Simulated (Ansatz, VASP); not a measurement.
One calculation of Pt3Pb, two programs

INCAR

```
PREC = Accurate
ENCUT = 520
EDIFF = 1E-8
ISMEAR = -1
SIGMA = 0.03
LREAL = False
LASPH = True
NELM = 80
ALGO = Normal
ISIF = 2
LWAVE = False
LCHARG = False
LEFG = True
NBANDS = 30
```

File KPOINTS:

```
Automatic mesh
0
Gamma
  9 9 9
```

POSCAR

```
Pt3Pb
1.0
    4.0580000000      0.0000000000      0.0000000000
    0.0000000000      4.0580000000      0.0000000000
    0.0000000000      0.0000000000      4.0580000000
Pt Pb
3 1
Direct
    0.0000000000      0.5000000000      0.5000000000
    0.5000000000      0.0000000000      0.5000000000
    0.5000000000      0.5000000000      0.0000000000
    0.0000000000      0.0000000000      0.0000000000
```

Input for Ansatz:

```yaml
crystal:
  lattice:
    - [4.058, 0.0, 0.0]
    - [0.0, 4.058, 0.0]
    - [0.0, 0.0, 4.058]
  atoms:
    - { symbol: Pt, position: [0.0, 0.5, 0.5] }
    - { symbol: Pt, position: [0.5, 0.0, 0.5] }
    - { symbol: Pt, position: [0.5, 0.5, 0.0] }
    - { symbol: Pb, position: [0.0, 0.0, 0.0] }
kpoints:
  mp_grid: { grid: [9, 9, 9] }
  band_path:
    path:
      - [0.0, 0.0, 0.0]
      - [0.0, 0.5, 0.0]
      - [0.5, 0.5, 0.0]
      - [0.0, 0.0, 0.0]
      - [0.5, 0.5, 0.5]
      - [0.0, 0.5, 0.0]
      - [0.5, 0.5, 0.5]
      - [0.5, 0.5, 0.0]
    npoints: 8
scf:
  occupations: { method: fermi_dirac, width: 0.03 }
hamiltonian:
  xc: lda
  pseudopotentials: { kind: all_electron, datasets: crystal }
output:
  forces: true
  stress: true
  eigenvalues: true
  efg: { contact_densities: true }
```

Alike in both runs: task electric field gradients; functional LDA; k mesh 9 × 9 × 9; occupations fermi-dirac, width 0.03 eV; no spin polarisation.

```csv
,VASP,Ansatz
version,VASP 6.6.1,Ansatz 0.2.0
potentials or method,"VASP PAW LDA potentials, release 64 (Pt, Pb_d), cutoff 520 eV","all-electron PAW with datasets made for the crystal, scalar-relativistic"
```

VASP gave:

| Item | Value |
| --- | --- |
| pressure (GPa) | -2.3 |
| size of Vzz on the site where it differs most (V/Å²) | 147.3 |

**Question.** Estimate Ansatz's values.

**Answer.** Pressure (GPa): -2.9; size of Vzz on the site where it differs most (V/Å²): 160.3.

LDA's correlation is that of Perdew and Zunger in VASP and of Perdew and Wang (1992) in Ansatz. Ansatz ran all-electron here, and VASP with PAW potentials.

Spin-orbit coupling is off throughout.
